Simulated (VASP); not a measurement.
A run of VASP 6.6.1 is set up as follows.

File INCAR:

```
PREC = Accurate ; ENCUT = 500
EDIFF = 1E-7 ; ISMEAR = 0
SIGMA = 0.01 ; LREAL = F
LASPH = T ; NELM = 120
ALGO = Normal ; ISIF = 3
LWAVE = F ; LCHARG = F
GGA = PE ; IBRION = 2
NSW = 80 ; EDIFFG = -0.001
PSTRESS = 180.0 ; GGA_COMPAT = F
NELMIN = 4
```

File KPOINTS:

```
regular mesh
0
Gamma
  10 10 10
```

File POSCAR:

```
ZnS
1.0
    0.0000000000      2.6469815675      2.6469815675
    2.6469815675      0.0000000000      2.6469815675
    2.6469815675      2.6469815675      0.0000000000
Zn S
1 1
Direct
    0.0000000000      0.0000000000      0.0000000000
    0.7500000000      0.7500000000      0.7500000000
```

Potentials or basis: VASP PAW PBE potentials, release 64 (Zn, S).

Command:

```sh
$ cat potpaw_PBE.64/Zn/POTCAR potpaw_PBE.64/S/POTCAR > POTCAR
$ mpirun -np 1 vasp_std > vasp.out
```

Q: Predict the relaxed volume.

A: 16.95 Å³/atom.

Q: Predict the band gap on the k mesh.

A: 2.81 eV, direct.

Q: Predict the relaxed cell.

A: a = 3.633 Å, b = 3.633 Å, c = 3.633 Å, α = 60.00°, β = 60.00°, γ = 60.00°.

Q: What does it give for the space group after relaxing (to 0.05 Å)?

A: F-43m (No. 216).

Final structure:
```yaml
crystal:
  lattice:
    - [0.00000, 2.56870, 2.56870]
    - [2.56870, 0.00000, 2.56870]
    - [2.56870, 2.56870, 0.00000]
  atoms:
    - { symbol: Zn, position: [0.00000, 0.00000, 0.00000] }
    - { symbol: S, position: [0.75000, 0.75000, 0.75000] }
```

Caveat: the cell is relaxed towards a set pressure, so the enthalpy falls and the energy may rise. Expect the measured gap to be larger: semilocal functionals such as PBE lack the derivative discontinuity.
